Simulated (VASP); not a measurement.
A run of VASP 6.6.1 is set up as follows.

POSCAR

```
AgBr
1.0
    0.0000000000      2.8214939902      2.8214939902
    2.8214939902      0.0000000000      2.8214939902
    2.8214939902      2.8214939902      0.0000000000
Ag Br
1 1
Direct
    0.0000000000      0.0000000000      0.0000000000
    0.5000000000      0.5000000000      0.5000000000
```

Contents of INCAR.step1:

```
SYSTEM = AgBr
PREC = Accurate
ENCUT = 550
ISMEAR = -1
SIGMA = 0.02
LREAL = .False.
LASPH = .True.
NELM = 120
NBANDS = 16
GGA = PE
ALGO = Normal
EDIFF = 1E-5
LWAVE = .True.
LCHARG = .False.
GGA_COMPAT = .False.
```

INCAR.step2

```
SYSTEM = AgBr
PREC = Accurate
ENCUT = 550
EDIFF = 1E-6
ISMEAR = -1
SIGMA = 0.02
LREAL = .False.
LASPH = .True.
NELM = 120
ALGO = Normal
ISIF = 2
LWAVE = .False.
LCHARG = .True.
METAGGA = R2SCAN
LMIXTAU = .True.
LELF = .True.
LVHAR = .True.
NBANDS = 16
ISTART = 1
GGA_COMPAT = .False.
```

The input KPOINTS:

```
Automatic mesh
0
Gamma
  6 6 6
  0 0 0
```

Potentials or basis: VASP PAW PBE potentials, release 64 (Ag, Br).

Command:

```console
$ cat potpaw_PBE.64/Ag/POTCAR potpaw_PBE.64/Br/POTCAR > POTCAR
$ cp INCAR.step1 INCAR
$ mpirun -np 1 vasp_std > vasp.out
$ cp INCAR.step2 INCAR
$ mpirun -np 1 vasp_std > vasp.out
```

What does it give for the band gap on the k mesh?

1.26 eV, indirect (least direct gap 3.49 eV).

Predict the pressure.

4.1 GPa.

Caveat: the PAW data sets were made with another functional, which shifts forces and pressure a little. r2SCAN opens gaps a little over a GGA but as a rule still falls short of measured ones.
